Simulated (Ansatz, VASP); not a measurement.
Hg: VASP beside Ansatz

File INCAR:

```
ALGO = Normal ; EDIFF = 1E-6
ENCUT = 500 ; GGA = PE
GGA_COMPAT = F ; ISIF = 2
ISMEAR = -1 ; LASPH = T
LCHARG = F ; LREAL = F
LWAVE = F ; NBANDS = 12
NELM = 120 ; PREC = Accurate
SIGMA = 0.08
```

The input KPOINTS:

```
k-points
0
Gamma
  12 12 12
```

Contents of POSCAR:

```
Hg
1.0
    2.5857698666      0.0000000000      0.0000000000
    0.0000000000      2.5857698666      0.0000000000
    0.0000000000      0.0000000000      2.5857698666
Hg
1
Direct
    0.0000000000      0.0000000000      0.0000000000
```

Input for Ansatz:

```yaml
crystal:
  lattice:
    - [2.5857698666, 0.0, 0.0]
    - [0.0, 2.5857698666, 0.0]
    - [0.0, 0.0, 2.5857698666]
  atoms:
    - { symbol: Hg, position: [0.0, 0.0, 0.0] }
kpoints:
  mp_grid: { grid: [12, 12, 12] }
scf:
  occupations: { method: fermi_dirac, width: 0.08 }
hamiltonian:
  xc: pbe
  pseudopotentials: { kind: paw }
output:
  forces: true
  stress: true
  eigenvalues: true
  populations: true
```

Change from the starting cell: volume scaled by 0.58, PAW files.

Alike in both runs: task single point; functional PBE; k mesh 12 × 12 × 12; occupations fermi-dirac, width 0.08 eV; no spin polarisation.

```csv
,VASP,Ansatz
version,VASP 6.6.1,Ansatz 0.2.0
potentials or method,"VASP PAW PBE potentials, release 64 (Hg)","PAW with Ansatz's default frozen-core files, scalar-relativistic"
plane-wave cutoff (eV),500,420
valence electrons in the cell,12,20
```

VASP gave:

* pressure (GPa): 69.3

**Question.** Estimate Ansatz's values.

**Answer.** Pressure (GPa): 66.1.

Both programs put the cell under a high pressure, so it lies far from rest at this level. VASP's potentials hold 12 valence electrons a cell and Ansatz's 20, so a difference there can come from the potentials and not from the codes.

Neither program's run includes spin-orbit coupling. Noted on VASP's run: the cell as given lies far from equilibrium.
